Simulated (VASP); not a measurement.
# NaH (wurtzite type) (P6_3mc) in VASP: relaxation of cell and atoms with PBE

Aim: the relaxation of cell and atoms of NaH (wurtzite type) with PBE.

All numbers are computed with VASP 6.6.1; they aren't measurements. Logs are shortened: lines on timing, memory, paths and dates and some standing lists are left out, and cuts for length are marked.

## Step 1: The cell of the first run

Symmetry: P6_3mc, No. 186, hexagonal system. Conventional cell: a = 3.323 Å, b = 3.323 Å, c = 5.417 Å, α = 90.00°, β = 90.00°, γ = 120.00°. Na (site symmetry 3m) has 4 H at 2.03 to 2.04 Å within 2.7 Å. Within 2.7 Å of H (site symmetry 3m) lie 4 Na at 2.03 to 2.04 Å.

## Step 2: Relaxation of cell and atoms, PBE

The input, INCAR:

```
ALGO = Normal
EDIFF = 1E-6
EDIFFG = -0.005
ENCUT = 600
GGA = PE
IBRION = 2
ISIF = 3
ISMEAR = -1
LASPH = True
LCHARG = False
LREAL = False
LWAVE = False
NELM = 60
NSW = 100
PREC = Accurate
SIGMA = 0.03
```

The input, KPOINTS:

```
k-points
0
Gamma
  14 14 8
```

The input, POSCAR:

```
NaH
1.0
    3.3231558283      0.0000000000      0.0000000000
   -1.6615779141      2.8779373680      0.0000000000
    0.0000000000      0.0000000000      5.4167440001
Na H
2 2
Direct
    0.3333333333      0.6666666667      0.0000000000
    0.6666666667      0.3333333333      0.5000000000
    0.3333333333      0.6666666667      0.3760000000
    0.6666666667      0.3333333333      0.8760000000
```

Potentials or basis: VASP PAW PBE potentials, release 64 (Na_pv, H).

Launch:

```
$ cat potpaw_PBE.64/Na_pv/POTCAR potpaw_PBE.64/H/POTCAR > POTCAR
$ mpirun -np 1 vasp_std > vasp.out
```

OUTCAR:

```text
EDIFF = 1E-6
   EDIFFG = -0.005
   ENCUT = 600
   GGA = PE
   IBRION = 2
   ISIF = 3
   ISMEAR = -1
   LASPH = True
   LREAL = False
   NELM = 60
   NSW = 100
   PREC = Accurate

 ion  position               nearest neighbor table
   1  0.333  0.667  0.000-
   2  0.667  0.333  0.500-
   3  0.333  0.667  0.376-
   4  0.667  0.333  0.876-

  LATTYP: Found a hexagonal cell.
 ALAT       =     3.3231558283
 C/A-ratio  =     1.6300000000

  Lattice vectors:

 A1 = (   3.3231558283,   0.0000000000,   0.0000000000)
 A2 = (  -1.6615779141,   2.8779373680,   0.0000000000)
 A3 = (   0.0000000000,   0.0000000000,   5.4167440001)

Analysis of symmetry for initial positions (statically):
=====================================================================
 Subroutine PRICEL returns:
 Original cell was already a primitive cell.

 Routine SETGRP: Setting up the symmetry group for a
 hexagonal supercell.

 Subroutine GETGRP returns: Found 12 space group operations
 (whereof  6 operations were pure point group operations)
 out of a pool of 24 trial point group operations.

The static configuration has the point symmetry C_3v.
 The point group associated with its full space group is C_6v.

Analysis of symmetry for dynamics (positions and initial velocities):
=====================================================================
 Subroutine PRICEL returns:
 Original cell was already a primitive cell.

 Routine SETGRP: Setting up the symmetry group for a
 hexagonal supercell.

 Subroutine GETGRP returns: Found 12 space group operations
 (whereof  6 operations were pure point group operations)
 out of a pool of 24 trial point group operations.

The dynamic configuration has the point symmetry C_3v.
 The point group associated with its full space group is C_6v.

 Subroutine INISYM returns: Found 12 space group operations
 (whereof  6 operations are pure point group operations),
 and found     1 'primitive' translations

----------------------------------------------------------------------------------------

                                     Primitive cell
[... 121 lines left out ...]
   LHFCALC =     F    Hartree Fock is set to
   AEXX    =    0.0000 exact exchange contribution
   IVDW    =     0    specifies the selected vdW correction
   LEPSILON=     F    determine dielectric tensor
   LRPA    =     F    only Hartree local field effects (RPA)
 conjugate gradient relaxation of ions
 non-spin polarized calculation
  energy-cutoff  :      600.00
  volume of cell :       51.80
 maximum number of plane-waves:      1762
 NGX is ok and might be reduce to    28
   NGX = 13   NGY = 13   NGZ = 21

--------------------------------------- Ionic step        1  -------------------------------------------

 number of electron      16.0000004 magnetization

 Free energy of the ion-electron system (eV)
  ---------------------------------------------------
  ext. energy  EPLUGINS =         0.00000000
  ---------------------------------------------------
  free energy    TOTEN  =        -9.56340501 eV

  energy without entropy =       -9.56340501  energy(sigma->0) =       -9.56340501

------------------------ aborting loop because EDIFF is reached ----------------------------------------

  FORCE on cell =-STRESS in cart. coord.  units (eV):
  Direction    XX          YY          ZZ          XY          YZ          ZX
  --------------------------------------------------------------------------------------
  -------------------------------------------------------------------------------------
  Total        3.3041150      3.3041150      2.8911431      0.0000000      0.0000000      0.0000000
  in kB      102.1869374    102.1869374     89.4148820      0.0000000      0.0000000      0.0000000
  external PRESSURE =      97.9295856 kB  Pullay stress =       0.0000000 kB
[... 95 lines left out ...]
  FREE ENERGIE OF THE ION-ELECTRON SYSTEM (eV)
  ---------------------------------------------------
  free  energy   TOTEN  =       -10.0080889416 eV

  energy  without entropy=      -10.0080889415  energy(sigma->0) =      -10.00808894

[... ionic steps 4 to 33 ...]

--------------------------------------- Ionic step       34  -------------------------------------------

 number of electron      15.9999997 magnetization

------------------------ aborting loop because EDIFF is reached ----------------------------------------
[... 71 lines left out ...]
--------------------------------------- Ionic step       36  -------------------------------------------

 number of electron      15.9999996 magnetization

 Free energy of the ion-electron system (eV)
  ---------------------------------------------------
  ext. energy  EPLUGINS =         0.00000000
  ---------------------------------------------------
  free energy    TOTEN  =       -10.06408761 eV

  energy without entropy =      -10.06408761  energy(sigma->0) =      -10.06408761

 E-fermi :  -0.7558     XC(G=0):  -7.0690

 val. band max:       -1.4794495772   @ k =   0.1429   0.0714   0.0000
 cond. band min:       1.9235684814   @ k =   0.3571   0.2857   0.0000
 fundamental gap:      3.4030180585
 Fermi energy:        -0.7557831000

 k-point     1 :       0.0000    0.0000    0.0000
  band No.  band energies     occupation
      1     -23.7756      2.00000
      2     -23.7348      2.00000
      3     -23.7348      2.00000
      4     -23.7086      2.00000
      5     -23.7086      2.00000
      6     -23.6929      2.00000
      7      -4.7671      2.00000
      8      -1.5036      2.00000
      9       3.3451      0.00000
     10       6.4895      0.00000
     11       8.8598      0.00000
     12       9.1250      0.00000
[... 331 lines left out ...]
 k-point    24 :       0.3571    0.2857    0.0000
  band No.  band energies     occupation
      1     -23.7547      2.00000
      2     -23.7378      2.00000
      3     -23.7355      2.00000
      4     -23.7342      2.00000
      5     -23.7287      2.00000
      6     -23.7104      2.00000
      7      -2.4918      2.00000
      8      -2.2258      2.00000
      9       1.9236      0.00000
     10       5.9644      0.00000
     11       6.2099      0.00000
     12       6.6521      0.00000

 [... further k-points ...]

------------------------ aborting loop because EDIFF is reached ----------------------------------------

  FORCE on cell =-STRESS in cart. coord.  units (eV):
  Direction    XX          YY          ZZ          XY          YZ          ZX
  --------------------------------------------------------------------------------------
  -------------------------------------------------------------------------------------
  Total        0.0054517      0.0054517      0.0179042      0.0000000      0.0000000      0.0000000
  in kB        0.1320834      0.1320834      0.4337770      0.0000000      0.0000000      0.0000000
  external PRESSURE =       0.2326479 kB  Pullay stress =       0.0000000 kB
[... 19 lines left out ...]
  FREE ENERGIE OF THE ION-ELECTRON SYSTEM (eV)
  ---------------------------------------------------
  free  energy   TOTEN  =       -10.0640876141 eV

  energy  without entropy=      -10.0640876141  energy(sigma->0) =      -10.06408761

 reached required accuracy - stopping structural energy minimisation
```

OSZICAR:

```text
N       E                     dE             d eps       ncg     rms          rms(c)
DAV:   1     0.111461319765E+03    0.11146E+03   -0.96687E+03  2888   0.164E+03
DAV:   2    -0.466671371803E+01   -0.11613E+03   -0.11198E+03  2896   0.362E+02
DAV:   3    -0.106374473136E+02   -0.59707E+01   -0.59414E+01  3560   0.920E+01
[... 275 lines left out ...]
  35 F= -.10064019E+02 E0= -.10064019E+02  d E =-.489439E-03
       N       E                     dE             d eps       ncg     rms          rms(c)
DAV:   1    -0.100639845165E+02    0.34791E-04   -0.11362E-01  3336   0.317E+00    0.810E-02
DAV:   2    -0.100641204545E+02   -0.13594E-03   -0.20406E-03  3024   0.551E-01    0.487E-02
DAV:   3    -0.100640884077E+02    0.32047E-04   -0.64568E-05  3988   0.111E-01    0.811E-03
DAV:   4    -0.100640876141E+02    0.79360E-06   -0.38496E-06  2620   0.214E-02
  36 F= -.10064088E+02 E0= -.10064088E+02  d E =-.681632E-04
```

Wall time 32 min (1 thread of Intel Xeon 8259CL, shared host); peak memory 0.25 GiB.

Results:

```yaml
Free_energy: -10.0641 eV
Relaxed_volume: 16.53 Å³/atom
Relaxed_cell: a = 3.954 Å, b = 3.954 Å, c = 4.883 Å, α = 90.00°, β = 90.00°, γ = 120.00°
Space_group_after_relaxing_to_0.1_Å: P6_3/mmc (No. 194)
Energy_gained_by_relaxing: 125.2 meV/atom
Ionic_steps: 36
Pressure_after_relaxing: 0.0 GPa
Band_gap_on_the_k_mesh: 3.40 eV (least direct gap 4.09 eV)
```

The path:
| step | energy change (eV) | largest force (eV/Å) | pressure (GPa) | volume (Å³) |
| --- | --- | --- | --- | --- |
| 1 | 0.0000 | 0.0305 | 9.79 | 51.80 |
| 2 | -0.2804 | 0.0408 | 5.10 | 57.97 |
| 3 | -0.4447 | 0.0415 | 0.94 | 67.42 |
| 4 | -0.4532 | 0.0401 | 0.08 | 70.22 |
| 5 | -0.4532 | 0.0395 | -0.06 | 70.62 |
| 6 | -0.4540 | 0.0388 | -0.01 | 70.62 |
| 7 | -0.4560 | 0.0357 | 0.01 | 70.59 |
| 8 | -0.4588 | 0.0319 | -0.04 | 70.53 |
| 9 | -0.4608 | 0.0336 | -0.06 | 70.35 |
| 10 | -0.4621 | 0.0005 | 0.00 | 69.92 |
| 11 | -0.4621 | 0.0019 | -0.02 | 69.94 |
| 12 | -0.4621 | 0.0002 | 0.02 | 69.93 |
| 13 | -0.4621 | 0.0064 | -0.03 | 70.07 |
| 14 | -0.4621 | 0.0054 | -0.04 | 70.04 |
| 15 | -0.4621 | 0.0075 | -0.03 | 69.95 |
| 16 | -0.4622 | 0.0151 | -0.01 | 69.72 |
| 17 | -0.4622 | 0.0151 | 0.04 | 69.68 |
| 18 | -0.4622 | 0.0151 | 0.04 | 69.60 |
| 19 | -0.4623 | 0.0147 | 0.07 | 69.43 |
| 20 | -0.4623 | 0.0148 | 0.14 | 69.11 |
| 21 | -0.4623 | 0.0138 | 0.13 | 69.11 |
| 22 | -0.4626 | 0.0106 | 0.09 | 69.10 |
| 23 | -0.4630 | 0.0058 | 0.12 | 69.10 |
| 24 | -0.4637 | 0.0013 | 0.01 | 69.08 |
| 25 | -0.4661 | 0.0046 | -0.13 | 69.01 |
| 26 | -0.4782 | 0.0100 | -0.45 | 68.81 |
| 27 | -0.4766 | 0.1272 | -0.37 | 68.03 |
| 28 | -0.4851 | 0.0173 | -0.55 | 68.68 |
| 29 | -0.4954 | 0.0061 | -0.60 | 68.40 |
| 30 | -0.4956 | 0.0127 | -0.61 | 68.36 |
| 31 | -0.4908 | 0.0139 | 1.03 | 63.08 |
| 32 | -0.5001 | 0.0139 | 0.02 | 66.13 |
| 33 | -0.5005 | 0.0093 | 0.05 | 66.13 |
| 34 | -0.5006 | 0.0050 | 0.04 | 66.13 |
| 35 | -0.5006 | 0.0066 | 0.00 | 66.13 |
| 36 | -0.5007 | 0.0008 | 0.02 | 66.13 |

Final structure:
```yaml
crystal:
  lattice:
    - [3.95435, 0.00000, 0.00000]
    - [-1.97718, 3.42457, 0.00000]
    - [0.00000, 0.00000, 4.88333]
  atoms:
    - { symbol: Na, position: [0.33333, 0.66667, 0.93783] }
    - { symbol: Na, position: [0.66667, 0.33333, 0.43783] }
    - { symbol: H, position: [0.33333, 0.66667, 0.43817] }
    - { symbol: H, position: [0.66667, 0.33333, 0.93817] }
```

Caveat: the volume moved by over 15 % at a fixed basis, so the end points are rough. A k mesh can miss the band edges.
